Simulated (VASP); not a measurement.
# WC (WC type) (P-6m2) in VASP: further runs

WC (WC type) is run at these levels: PBE; tasks: single point.

Program: VASP 6.6.1. These are calculated values, not measurements. Logs are shortened: lines on timing, memory, paths and dates and some standing lists are left out, and cuts for length are marked.

## Step 1: The cell of the first run

It takes space group P-6m2 (No. 187, hexagonal). Conventional cell: a = 2.791 Å, b = 2.791 Å, c = 2.747 Å, α = 90.00°, β = 90.00°, γ = 120.00°. Within 2.8 Å of W (site symmetry -6m2) lie 6 C at 2.12 Å and 8 W at 2.75 to 2.79 Å. C (site symmetry -6m2) has 6 W at 2.12 Å and 8 C at 2.75 to 2.79 Å within 2.8 Å.

## Step 2: Single point, PBE

INCAR

```
  PREC = Accurate
  ENCUT = 520
  EDIFF = 1E-6
  ISMEAR = -1
  SIGMA = 0.1
  LREAL = F
  LASPH = T
  NELM = 80
  ALGO = Normal
  ISIF = 2
  LWAVE = F
  LCHARG = F
  GGA = PE
  NBANDS = 16
```

KPOINTS

```
regular mesh
0
Gamma
  17 17 15
```

POSCAR

```
WC
1.0
    2.7906517750      0.0000000000      0.0000000000
   -1.3953258875      2.4167753302      0.0000000000
    0.0000000000      0.0000000000      2.7467436697
W C
1 1
Direct
    0.0000000000      0.0000000000      0.0000000000
    0.3333333333      0.6666666667      0.5000000000
```

Potentials or basis: VASP PAW PBE potentials, release 64 (W_sv, C).

Launch:

```bash
$ cat potpaw_PBE.64/W_sv/POTCAR potpaw_PBE.64/C/POTCAR > POTCAR
$ mpirun -np 1 vasp_std > vasp.out
```

OUTCAR:

```text
PREC = Accurate
   ENCUT = 520
   EDIFF = 1E-6
   ISMEAR = -1
   LREAL = F
   LASPH = T
   NELM = 80
   ISIF = 2
   GGA = PE

 ion  position               nearest neighbor table
   1  0.000  0.000  0.000-   2 2.12   2 2.12   2 2.12   2 2.12   2 2.12   2 2.12
   2  0.333  0.667  0.500-   1 2.12   1 2.12   1 2.12   1 2.12   1 2.12   1 2.12

  LATTYP: Found a hexagonal cell.
 ALAT       =     2.7906517750
 C/A-ratio  =     0.9842660035

  Lattice vectors:

 A1 = (   2.7906517750,   0.0000000000,   0.0000000000)
 A2 = (  -1.3953258875,   2.4167753302,   0.0000000000)
 A3 = (   0.0000000000,   0.0000000000,   2.7467436697)

Analysis of symmetry for initial positions (statically):
=====================================================================
 Subroutine PRICEL returns:
 Original cell was already a primitive cell.

 Routine SETGRP: Setting up the symmetry group for a
 hexagonal supercell.

 Subroutine GETGRP returns: Found 12 space group operations
 (whereof 12 operations were pure point group operations)
 out of a pool of 24 trial point group operations.

The static configuration has the point symmetry D_3h.

Analysis of symmetry for dynamics (positions and initial velocities):
=====================================================================
 Subroutine PRICEL returns:
 Original cell was already a primitive cell.

 Routine SETGRP: Setting up the symmetry group for a
 hexagonal supercell.

 Subroutine GETGRP returns: Found 12 space group operations
 (whereof 12 operations were pure point group operations)
 out of a pool of 24 trial point group operations.

The dynamic configuration has the point symmetry D_3h.

 Subroutine INISYM returns: Found 12 space group operations
 (whereof 12 operations are pure point group operations),
 and found     1 'primitive' translations

----------------------------------------------------------------------------------------

                                     Primitive cell

  volume of cell :      18.5251

  direct lattice vectors                    reciprocal lattice vectors
     2.790651775  0.000000000  0.000000000     0.358339227  0.206887249  0.000000000
    -1.395325888  2.416775330  0.000000000     0.000000000  0.413774498  0.000000000
     0.000000000  0.000000000  2.746743670     0.000000000  0.000000000  0.364067463

  length of vectors
     2.790651775  2.790651775  2.746743670     0.413774498  0.413774498  0.364067463

  position of ions in fractional coordinates (direct lattice)
     0.000000000  0.000000000  0.000000000
[... 78 lines left out ...]
   EDIFF  = 0.1E-05   stopping-criterion for ELM
   LREAL  =      F    real-space projection
   EDIFFG = 0.1E-04   stopping-criterion for IOM
   NSW    =      0    number of steps for IOM
   IBRION =     -1    ionic relax: 0-MD 1-quasi-New 2-CG
   NFREE  =      0    steps in history (QN), initial steepest desc. (CG)
   ISIF   =      2    stress and relaxation
   ISYM   =      2    0-nonsym 1-usesym 2-fastsym
   POTIM  = 0.5000    time-step for ionic-motion
   TEBEG  =    0.0;   TEEND  =   0.0 temperature during run
   PSTRESS=    0.0 pullay stress
   NELECT =      18.0000    total number of electrons
   NUPDOWN=      -1.0000    fix difference up-down
   EMIN   =  10.00;   EMAX   =-10.00  energy-range for DOS
   EFERMI =   0.00;   METHOD = LEGACY
   ISMEAR =    -1;   SIGMA  =   0.10  broadening in eV -4-tet -1-fermi 0-gaus
   EFERMI_NEDOS =   21; number of points for ismear=-14 and -15
   IALGO  =     38    algorithm
   IMIX   =      4    mixing-type and parameters
     AMIX     =   0.40;   BMIX     =  1.00
     AMIX_MAG =   1.60;   BMIX_MAG =  1.00
  volume/ion in A,a.u.               =       9.26        62.51
  Fermi-wavevector in a.u.,A,eV,Ry     =   1.621483  3.064158 35.772520  2.629206
  Thomas-Fermi vector in A             =   2.715251
   LORBIT       =      0    0 simple, 1 ext, 2 COOP (PROOUT), +10 PAW based schemes
   GGA     = PE    functional components
   LHFCALC =     F    Hartree Fock is set to
   AEXX    =    0.0000 exact exchange contribution
   IVDW    =     0    specifies the selected vdW correction
   LEPSILON=     F    determine dielectric tensor
   LRPA    =     F    only Hartree local field effects (RPA)
 non-spin polarized calculation
  energy-cutoff  :      520.00
  volume of cell :       18.53
 maximum number of plane-waves:       515
 NGX is ok and might be reduce to    24

 number of electron      18.0000004 magnetization

 Free energy of the ion-electron system (eV)
  ---------------------------------------------------
  ext. energy  EPLUGINS =         0.00000000
  ---------------------------------------------------
  free energy    TOTEN  =       -21.97795722 eV

  energy without entropy =      -21.96946881  energy(sigma->0) =      -21.97371302

 E-fermi :  12.8020     XC(G=0): -14.4449

 val. band max:       12.7975143742   @ k =   0.0000   0.0000   0.0667
 cond. band min:      12.8143737598   @ k =   0.0000   0.0000   0.0000
 fundamental gap:      0.0168593856
 Fermi energy:        12.8020184254

 k-point     1 :       0.0000    0.0000    0.0000
  band No.  band energies     occupation
      1     -60.9964      2.00000
      2     -24.9918      2.00000
      3     -24.8030      2.00000
      4     -24.8030      2.00000
      5      -2.5558      2.00000
      6       7.7564      2.00000
[... 433 lines left out ...]
      3     -25.0786      2.00000
      4     -24.8713      2.00000
      5      -0.1794      2.00000
      6       6.2198      2.00000
[... 8 lines left out ...]
     15      28.3463      0.00000
     16      32.0157      0.00000

 [... further k-points ...]

------------------------ aborting loop because EDIFF is reached ----------------------------------------

  FORCE on cell =-STRESS in cart. coord.  units (eV):
  Direction    XX          YY          ZZ          XY          YZ          ZX
  --------------------------------------------------------------------------------------
  -------------------------------------------------------------------------------------
  Total        7.6125376      7.6125376      7.6652183      0.0000000      0.0000000     -0.0000000
  in kB      658.3850730    658.3850729    662.9412591      0.0000000      0.0000000     -0.0000000
  external PRESSURE =     659.9038016 kB  Pullay stress =       0.0000000 kB

 VOLUME and BASIS-vectors are now :
 -----------------------------------------------------------------------------
  energy-cutoff  :      520.00
  volume of cell :       18.53
      direct lattice vectors                 reciprocal lattice vectors
     2.790651775  0.000000000  0.000000000     0.358339227  0.206887249  0.000000000
    -1.395325888  2.416775330  0.000000000     0.000000000  0.413774498  0.000000000
     0.000000000  0.000000000  2.746743670     0.000000000  0.000000000  0.364067463

 POSITION                                       TOTAL-FORCE (eV/Angst)
 -----------------------------------------------------------------------------------
      0.00000      0.00000      0.00000         0.000000     -0.000000      0.000000
     -0.00000      1.61118      1.37337        -0.000000      0.000000      0.000000
 -----------------------------------------------------------------------------------
    total drift:                               -0.000000      0.000000     -0.000000

  FREE ENERGIE OF THE ION-ELECTRON SYSTEM (eV)
  ---------------------------------------------------
  free  energy   TOTEN  =       -21.9779572249 eV

  energy  without entropy=      -21.9694688141  energy(sigma->0) =      -21.97371302
```

OSZICAR:

```text
N       E                     dE             d eps       ncg     rms          rms(c)
DAV:   1     0.109992913796E+03    0.10999E+03   -0.93643E+03  8464   0.127E+03
DAV:   2    -0.219906511233E+02   -0.13198E+03   -0.12761E+03  9976   0.341E+02
DAV:   3    -0.250077600075E+02   -0.30171E+01   -0.30088E+01  9400   0.493E+01
DAV:   4    -0.250212252177E+02   -0.13465E-01   -0.13465E-01 11056   0.368E+00
DAV:   5    -0.250213113521E+02   -0.86134E-04   -0.86135E-04  9384   0.278E-01    0.408E+01
DAV:   6    -0.220350330080E+02    0.29863E+01   -0.52419E+00 10032   0.255E+01    0.125E+01
DAV:   7    -0.220039643033E+02    0.31069E-01   -0.34940E-01  8880   0.458E+00    0.784E+00
DAV:   8    -0.219790601574E+02    0.24904E-01   -0.31293E-02  9680   0.147E+00    0.131E+00
DAV:   9    -0.219779574882E+02    0.11027E-02   -0.23792E-03  9728   0.341E-01    0.898E-02
DAV:  10    -0.219779604998E+02   -0.30116E-05   -0.20012E-04  9560   0.156E-01    0.569E-02
DAV:  11    -0.219779579353E+02    0.25645E-05   -0.80025E-06 10640   0.281E-02    0.551E-03
DAV:  12    -0.219779572249E+02    0.71040E-06   -0.13522E-06  6592   0.116E-02
   1 F= -.21977957E+02 E0= -.21973713E+02  d E =-.848841E-02
```

Run time: 19 s. Hardware: 1 thread of Intel Xeon 6975P-C (Granite Rapids), shared host; peak memory 0.19 GiB.

The run converged, but its numbers aren't listed here, since they failed a check.

Caveat: spin-orbit coupling is left out, which moves the levels of the heavy elements.

## Step 3: Single point, PBE

INCAR

```
SYSTEM = WC
PREC     = Accurate       ! precision mode
ENCUT    = 520            ! plane-wave cutoff, eV
EDIFF    = 1E-7           ! SCF threshold, eV
ISMEAR   = -1             ! smearing method
SIGMA    = 0.1            ! smearing width, eV
LREAL    = .FALSE.        ! projectors in reciprocal space
LASPH    = .TRUE.         ! aspherical terms in the spheres
NELM     = 60             ! most SCF steps
ALGO     = Normal         ! electronic algorithm
ISIF     = 2              ! what is computed and relaxed
LWAVE    = .FALSE.        ! write WAVECAR
LCHARG   = .TRUE.         ! write CHGCAR
GGA      = PE             ! functional
LELF     = .TRUE.         ! ELF
LVHAR    = .TRUE.       
NBANDS   = 16             ! bands
```

KPOINTS

```
Automatic mesh
0
G
  17 17 15
  0 0 0
```

POSCAR is that of step 2.

Potentials or basis: VASP PAW PBE potentials, release 64 (W_sv, C).

Launch:

```bash
$ cat potpaw_PBE.64/W_sv/POTCAR potpaw_PBE.64/C/POTCAR > POTCAR
$ mpirun -np 1 vasp_std > vasp.out
```

OUTCAR:

```text
SYSTEM = WC
   PREC = Accurate
   ENCUT = 520
   EDIFF = 1E-7
   ISMEAR = -1
   LREAL = .FALSE.
   LASPH = .TRUE.
   NELM = 60
   ISIF = 2
   GGA = PE

 ion  position               nearest neighbor table
   1  0.000  0.000  0.000-   2 2.12   2 2.12   2 2.12   2 2.12   2 2.12   2 2.12
   2  0.333  0.667  0.500-   1 2.12   1 2.12   1 2.12   1 2.12   1 2.12   1 2.12

  LATTYP: Found a hexagonal cell.
 ALAT       =     2.7906517750
 C/A-ratio  =     0.9842660035

  Lattice vectors:
[... 192 lines left out ...]
      5      -2.5558      2.00000
      6       7.7564      2.00000
[... 433 lines left out ...]
      3     -25.0786      2.00000
      4     -24.8713      2.00000
      5      -0.1793      2.00000
      6       6.2198      2.00000
[... 8 lines left out ...]
     15      28.3464      0.00000
     16      32.0157      0.00000

 [... further k-points ...]
[... 5 lines left out ...]
  --------------------------------------------------------------------------------------
  -------------------------------------------------------------------------------------
  Total        7.6133413      7.6133413      7.6660721      0.0000000      0.0000000      0.0000000
  in kB      658.4545788    658.4545787    663.0151080      0.0000000      0.0000000      0.0000000
  external PRESSURE =     659.9747551 kB  Pullay stress =       0.0000000 kB

 VOLUME and BASIS-vectors are now :
 -----------------------------------------------------------------------------
  energy-cutoff  :      520.00
  volume of cell :       18.53
      direct lattice vectors                 reciprocal lattice vectors
     2.790651775  0.000000000  0.000000000     0.358339227  0.206887249  0.000000000
    -1.395325888  2.416775330  0.000000000     0.000000000  0.413774498  0.000000000
     0.000000000  0.000000000  2.746743670     0.000000000  0.000000000  0.364067463

 POSITION                                       TOTAL-FORCE (eV/Angst)
 -----------------------------------------------------------------------------------
      0.00000      0.00000      0.00000         0.000000     -0.000000      0.000000
     -0.00000      1.61118      1.37337        -0.000000      0.000000      0.000000
 -----------------------------------------------------------------------------------
    total drift:                               -0.000000      0.000000     -0.000000

  FREE ENERGIE OF THE ION-ELECTRON SYSTEM (eV)
  ---------------------------------------------------
  free  energy   TOTEN  =       -21.9779571927 eV

  energy  without entropy=      -21.9694686851  energy(sigma->0) =      -21.97371294
```

OSZICAR:

```text
N       E                     dE             d eps       ncg     rms          rms(c)
DAV:   1     0.109992913796E+03    0.10999E+03   -0.93643E+03  8464   0.127E+03
DAV:   2    -0.219906511233E+02   -0.13198E+03   -0.12761E+03  9976   0.341E+02
DAV:   3    -0.250077600075E+02   -0.30171E+01   -0.30088E+01  9400   0.493E+01
DAV:   4    -0.250212252177E+02   -0.13465E-01   -0.13465E-01 11056   0.368E+00
DAV:   5    -0.250213113521E+02   -0.86134E-04   -0.86135E-04  9384   0.278E-01    0.408E+01
DAV:   6    -0.220350330080E+02    0.29863E+01   -0.52419E+00 10032   0.255E+01    0.125E+01
DAV:   7    -0.220039643033E+02    0.31069E-01   -0.34940E-01  8880   0.458E+00    0.784E+00
DAV:   8    -0.219790601574E+02    0.24904E-01   -0.31293E-02  9680   0.147E+00    0.131E+00
DAV:   9    -0.219779574882E+02    0.11027E-02   -0.23792E-03  9728   0.341E-01    0.898E-02
DAV:  10    -0.219779604998E+02   -0.30116E-05   -0.20012E-04  9560   0.156E-01    0.569E-02
DAV:  11    -0.219779579353E+02    0.25645E-05   -0.80025E-06 10640   0.281E-02    0.551E-03
DAV:  12    -0.219779572254E+02    0.70986E-06   -0.13806E-06  9376   0.116E-02    0.958E-04
DAV:  13    -0.219779571927E+02    0.32665E-07   -0.35011E-08  6000   0.178E-03
   1 F= -.21977957E+02 E0= -.21973713E+02  d E =-.848851E-02
```

Run time: 22 s. Hardware: 1 thread of Intel Xeon 6975P-C (Granite Rapids), shared host; peak memory 0.2 GiB.

The run converged, but its numbers aren't listed here, since they failed a check.

Caveat: spin-orbit coupling is left out, which moves the levels of the heavy elements.

## Step 4: Single point, PBE

This run uses another cell than the first one, of 9.89 Å³/atom, 1.068 times its volume.

INCAR

```
PREC     = Accurate       # precision mode
ENCUT    = 520            # plane-wave cutoff, eV
EDIFF    = 1E-6           # SCF threshold, eV
ISMEAR   = -1             # smearing method
SIGMA    = 0.1            # smearing width, eV
LREAL    = False          # projectors in reciprocal space
LASPH    = True           # aspherical terms in the spheres
NELM     = 80             # most SCF steps
ALGO     = Normal         # electronic algorithm
ISIF     = 2              # what is computed and relaxed
LWAVE    = False          # write WAVECAR
LCHARG   = True           # write CHGCAR
GGA      = PE             # functional
LELF     = True           # ELF
LVHAR    = True         
NBANDS   = 16             # bands
```

KPOINTS

```
Automatic mesh
0
Gamma
  17 17 15
```

POSCAR

```
WC
1.0
    2.8576459947      0.0000000000      0.0000000000
   -1.4288229974      2.4747940265      0.0000000000
    0.0000000000      0.0000000000      2.7980647087
W C
1 1
Direct
    0.0000000000      0.0000000000      0.0000000000
    0.3333333333      0.6666666667      0.5000000000
```

Launch:

```bash
$ cat potpaw_PBE.64/W_sv/POTCAR potpaw_PBE.64/C/POTCAR > POTCAR
$ mpirun -np 1 vasp_std > vasp.out
```

Wall time 22 s (1 thread of Intel Xeon 6975P-C (Granite Rapids), shared host); peak memory 0.21 GiB.

Results (log left out):

* Free energy: -22.3429 eV
* Pressure: 28.4 GPa
* Band gap on the k mesh: zero (band 9 reaches 12.41 eV, above the bottom of band 10 at 11.14 eV)

Stress tensor (GPa, compression positive):
```
28.29  0.00  0.00
 0.00 28.29  0.00
 0.00  0.00 28.61
```

Levels at points of the mesh, in eV from the Fermi level:
```csv
k point,band 5,band 6,band 7,band 8,band 9,band 10,band 11,band 12,band 13,band 14
"(0.00, 0.00, 0.00)",-14.83,-4.60,-3.52,-3.52,0.06,3.45,3.45,5.87,5.87,6.72
```

Caveat: spin-orbit coupling is left out, which moves the levels of the heavy elements.

## Step 5: Single point, PBE

INCAR

```
  ALGO = Normal
  EDIFF = 1E-6
  ENCUT = 520
  GGA = PE
  ISIF = 2
  ISMEAR = -1
  LASPH = True
  LCHARG = False
  LREAL = False
  LWAVE = False
  NBANDS = 16
  NELM = 80
  PREC = Accurate
  SIGMA = 0.1
```

KPOINTS

```
k-points
0
Gamma
  17 17 15
```

POSCAR, as its differences from that of step 4:

```diff
@@ -2,3 +2,3 @@
 1.0
-    2.8576459947      0.0000000000      0.0000000000
+    2.8576459948      0.0000000000      0.0000000000
    -1.4288229974      2.4747940265      0.0000000000
```

Launch:

```bash
$ cat potpaw_PBE.64/W_sv/POTCAR potpaw_PBE.64/C/POTCAR > POTCAR
$ mpirun -np 1 vasp_std > vasp.out
```

Wall time 20 s (1 thread of Intel Xeon 6975P-C (Granite Rapids), shared host); peak memory 0.2 GiB.

It converged, with:

```
Free energy            : -22.3429 eV
Pressure               : 28.4 GPa
Band gap on the k mesh : zero (band 9 reaches 12.41 eV, above the bottom of band 10 at 11.14 eV)
```

Stress tensor (GPa, compression positive):
```
28.29  0.00  0.00
 0.00 28.29  0.00
 0.00  0.00 28.61
```

Levels at points of the mesh, in eV from the Fermi level:
```tsv
k point	band 7	band 8	band 9	band 10	band 11	band 12
(0.00, 0.00, 0.00)	-3.52	-3.52	0.06	3.45	3.45	5.87
```

Caveat: spin-orbit coupling is left out, which moves the levels of the heavy elements.

(Part 1 of 2 ends here.)
